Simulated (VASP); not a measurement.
CuI (Marshite): single point with r2SCAN

Crystal: CuI (Marshite).

```xyz
2
Lattice="0.0000 3.0315 3.0315 3.0315 0.0000 3.0315 3.0315 3.0315 0.0000" Properties=species:S:1:pos:R:3 pbc="T T T"
Cu    1.5157    1.5157    1.5157
I     0.0000    0.0000    0.0000
```

```
Program                : VASP 6.6.1
Task                   : single point
Functional             : r2SCAN
Potentials or basis    : VASP PAW PBE potentials, release 64 (Cu, I)
Cutoff                 : 520 eV
k mesh                 : 6 × 6 × 6
Occupations            : gaussian, width 0.01 eV
Spin                   : no spin polarisation
Dipole correction      : no
Further INCAR settings : ALGO = Normal; EDIFF = 1e-06; NBANDS = 16
```

```json
{"Pressure": "-0.9 GPa", "Band gap on the k mesh": "1.61 eV, direct"}
```

Levels at points of the mesh, in eV from the valence-band top:
| k point | band 5 | band 6 | band 7 | band 8 | band 9 | band 10 | band 11 | band 12 | band 13 | band 14 |
| --- | --- | --- | --- | --- | --- | --- | --- | --- | --- | --- |
| (0.00, 0.00, 0.00) | -1.83 | -1.83 | 0.00 | 0.00 | 0.00 | 1.61 | 5.24 | 5.24 | 5.24 | 8.65 |
| (0.50, 0.00, 0.00) | -1.81 | -1.81 | -1.77 | -0.71 | -0.71 | 2.55 | 5.75 | 5.75 | 7.71 | 9.67 |
| (0.50, 0.50, 0.00) | -1.87 | -1.76 | -1.74 | -1.50 | -1.50 | 2.94 | 3.18 | 9.79 | 10.40 | 10.41 |

Run time: 56 s on 1 thread of Intel(R) Xeon(R) Platinum 8488C (Sapphire Rapids) (shared host), peak memory 0.19 GiB.

Caveat: the PAW data sets were made with another functional, which shifts forces and pressure a little; spin-orbit coupling is left out, which moves the levels of the heavy elements. r2SCAN opens gaps a little over a GGA but as a rule still falls short of measured ones.
